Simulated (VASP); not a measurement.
Wanted: the native input for a VASP 6.6.1 run.

```yaml
Task: single point
Functional: PBE-based screened hybrid with 5 % exact exchange
Potentials_or_basis: VASP PAW PBE potentials, release 64 (Mg, O)
Cutoff: 520 eV
k_mesh: 6 × 6 × 6
Occupations: gaussian, width 0.01 eV
Spin: no spin polarisation
Dipole_correction: no
Grid_for_exact_exchange_PRECFOCK: Normal
Share_of_exact_exchange: 0.05
Further_INCAR_settings: ALGO = Normal; EDIFF = 1e-07; NBANDS = 11
Screening_parameter: 0.2078 1/Å
```

The system is MgO.

```
CELL_PARAMETERS angstrom
0.00000 2.10217 2.10217
2.10217 0.00000 2.10217
2.10217 2.10217 0.00000
ATOMIC_POSITIONS crystal
Mg 0.00000 0.00000 0.00000
O 0.50000 0.50000 0.50000
```

The input as run:

POSCAR

```
MgO
1.0
    0.0000000000      2.1021680256      2.1021680256
    2.1021680256      0.0000000000      2.1021680256
    2.1021680256      2.1021680256      0.0000000000
Mg O
1 1
Direct
    0.0000000000      0.0000000000      0.0000000000
    0.5000000000      0.5000000000      0.5000000000
```

INCAR.step1

```
  PREC = Accurate
  ENCUT = 520
  EDIFF = 1E-5
  ISMEAR = 0
  SIGMA = 0.01
  LREAL = False
  LASPH = True
  NELM = 100
  ALGO = Normal
  ISIF = 2
  LWAVE = True
  GGA = PE
  NBANDS = 11
```

INCAR.step2

```
  PREC = Accurate
  ENCUT = 520
  EDIFF = 1E-7
  ISMEAR = 0
  SIGMA = 0.01
  LREAL = False
  LASPH = True
  NELM = 100
  ALGO = Normal
  ISIF = 2
  LWAVE = False
  LCHARG = True
  GGA = PE
  LHFCALC = True
  AEXX = 0.05
  HFSCREEN = 0.2078
  PRECFOCK = Normal
  LELF = True
  LVHAR = True
  ISTART = 1
  NBANDS = 11
```

KPOINTS

```
Automatic mesh
0
Gamma
  6 6 6
```

Potentials or basis: VASP PAW PBE potentials, release 64 (Mg, O).

Command:

```bash
$ cat potpaw_PBE.64/Mg/POTCAR potpaw_PBE.64/O/POTCAR > POTCAR
$ cp INCAR.step1 INCAR
$ mpirun -np 1 vasp_std > vasp.out
$ cp INCAR.step2 INCAR
$ mpirun -np 1 vasp_std > vasp.out
```

Results of the run:

```json
{
 "Pressure": "3.8 GPa",
 "Band gap on the k mesh": "5.12 eV"
}
```

Caveat: the k points lie up to 0.43 Å⁻¹ apart; the PAW data sets were made with another functional, which shifts forces and pressure a little.

It took 6.2 min on 1 thread of Intel(R) Xeon(R) Platinum 8375C CPU @ 2.90GHz (Ice Lake) (shared host), peak memory 0.25 GiB.
